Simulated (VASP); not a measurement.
Write the native input for VASP 6.6.1 that does the following.

```
Task                   : single point
Functional             : PBE
Potentials or basis    : VASP PAW PBE potentials, release 64 (Mg, S)
Cutoff                 : 520 eV
k mesh                 : 4 × 4 × 4
Occupations            : gaussian, width 0.01 eV
Spin                   : no spin polarisation
Dipole correction      : no
Further INCAR settings : ALGO = Normal; EDIFF = 1e-06; NBANDS = 11
```

The structure of MgS lies in POSCAR:

```
MgS
1.0
   -0.0163055601      2.8287256652      2.8287256652
    2.8287256652     -0.0163055601      2.8287256652
    2.8287256652      2.8287256652     -0.0163055601
Mg S
1 1
Direct
   -0.0005322873     -0.0005322873     -0.0005322873
    0.2505322873      0.2505322873      0.2505322873
```

This cell differs from its parent crystal: epitaxial 111 strain +0.5%.

The input as run:

INCAR

```
PREC = Accurate
ENCUT = 520
EDIFF = 1E-6
ISMEAR = 0
SIGMA = 0.01
LREAL = F
LASPH = T
NELM = 100
ALGO = Normal
ISIF = 2
LWAVE = F
LCHARG = T
GGA = PE
LELF = T
LVHAR = T
NBANDS = 11
```

KPOINTS

```
regular mesh
0
Gamma
  4 4 4
```

Potentials or basis: VASP PAW PBE potentials, release 64 (Mg, S).

Command:

```bash
$ cat potpaw_PBE.64/Mg/POTCAR potpaw_PBE.64/S/POTCAR > POTCAR
$ mpirun -np 1 vasp_std > vasp.out
```

Results of the run:

* Pressure: 0.6 GPa
* Band gap on the k mesh: 3.39 eV

Caveat: the k points lie up to 0.48 Å⁻¹ apart; the cell differs from its parent crystal (epitaxial 111 strain +0.5%).

It took 6.2 s on 1 thread of AMD EPYC 7R13 Processor (Zen 3), on a shared host, peak memory 0.13 GiB.
